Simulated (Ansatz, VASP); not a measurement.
# TaN: VASP beside Ansatz

```
Ta N
1.0
     0.00000    2.20863    2.20863
     2.20863    0.00000    2.20863
     2.20863    2.20863    0.00000
Ta N
1 1
Direct
  0.50000 0.50000 0.50000
  0.00000 0.00000 0.00000
```

Alike in both runs: functional PBE; k mesh 16 × 16 × 16; occupations gaussian, width 0.1 eV; no spin polarisation.

Ansatz relaxed the structure, and its values are those at the end. VASP's run is a single point on that final structure, the one shown.

|  | VASP | Ansatz |
| --- | --- | --- |
| version | VASP 6.6.1 | Ansatz 0.2.0 |
| potentials or method | VASP PAW PBE potentials, release 64 (Ta_pv, N), cutoff 600 eV | scalar-relativistic, plane waves, PAW |
| valence electrons in the cell | 16 | 18 |

```csv
,VASP,Ansatz,Ansatz less VASP
gap on the k mesh at the Fermi level (eV),none,none,-
pressure (GPa),0.7,0.0,-0.67
```

A gap of «none» marks a metal or a gap that the smearing closes. With one functional, cell and mesh, what is left measures potentials, basis and numerics. VASP's potentials hold 16 valence electrons a cell and Ansatz's 18, so a difference there can come from the potentials and not from the codes.

Neither program's run includes spin-orbit coupling.
